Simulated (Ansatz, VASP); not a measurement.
## GaP in VASP and in Ansatz

```
CELL_PARAMETERS angstrom
0.00000 2.72525 2.69800
2.72525 0.00000 2.69800
2.72525 2.72525 0.00000
ATOMIC_POSITIONS crystal
Ga 0.00000 0.00000 0.00000
P 0.75000 0.75000 0.75000
```

Change from the starting cell: zz strain of -1 %.

Alike in both runs: task single point; functional PBE; k mesh 10 × 10 × 10; occupations fermi-dirac, width 0.05 eV; no spin polarisation.

|  | VASP | Ansatz |
| --- | --- | --- |
| version | VASP 6.6.1 | Ansatz 0.2.0 |
| potentials or method | VASP PAW PBE potentials, release 64 (Ga_d, P), cutoff 520 eV | all-electron LAPW, scalar-relativistic |

|  | VASP | Ansatz | Ansatz less VASP |
| --- | --- | --- | --- |
| pressure (GPa) | 3.3 | 3.4 | +0.06 |
| traceless stress, the component that is largest in VASP (GPa) | 0.48 | 0.48 | 0.000 |

Ansatz ran all-electron here, and VASP with PAW potentials.
